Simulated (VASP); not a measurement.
## BN: single point with PBE+D3(BJ)

The system is BN.

```xyz
4
Lattice="2.5416 0.0000 0.0000 -1.2708 2.2011 0.0000 0.0000 0.0000 4.2034" Properties=species:S:1:pos:R:3 pbc="T T T"
B     1.2708    0.7337    0.0009
B     0.0000    1.4674    2.1026
N     1.2708    0.7337    1.5754
N     0.0000    1.4674    3.6771
```

* Program: VASP 6.6.1
* Task: single point
* Functional: PBE
* Dispersion: D3(BJ)
* Potentials or basis: VASP PAW PBE potentials, release 64 (B, N)
* Cutoff: 520 eV
* k mesh: 12 × 12 × 4
* Occupations: gaussian, width 0.01 eV
* Spin: no spin polarisation

The pressure is 0.3 GPa, the largest force is 0.009 eV/Å and the band gap on the k mesh is 5.19 eV, indirect (least direct gap 8.31 eV). The dispersion energy per atom is -0.210 eV.

Forces on the atoms (eV/Å):
```
B    0.000  0.000  0.009
B    0.000  0.000  0.009
N    0.000  0.000 -0.009
N    0.000  0.000 -0.009
```

Levels at points of the mesh, in eV from the valence-band top:
| k point | band 6 | band 7 | band 8 | band 9 | band 10 | band 11 |
| --- | --- | --- | --- | --- | --- | --- |
| (0.00, 0.00, 0.00) | -0.27 | 0.00 | 0.00 | 8.39 | 8.39 | 8.64 |
| (0.50, 0.00, 0.00) | -5.01 | -4.44 | -2.12 | 6.73 | 7.99 | 10.64 |
| (0.00, 0.00, 0.50) | -1.18 | -1.18 | -1.18 | 9.54 | 9.54 | 9.96 |
| (0.50, 0.00, 0.50) | -3.79 | -3.58 | -3.58 | 6.61 | 6.61 | 10.08 |

Run time: 12 s on 1 thread of Intel(R) Xeon(R) 6975P-C (Granite Rapids) (shared host), peak memory 0.15 GiB.

A k mesh can miss the band edges. PBE gaps usually lie below the measured ones, often by a third to a half.
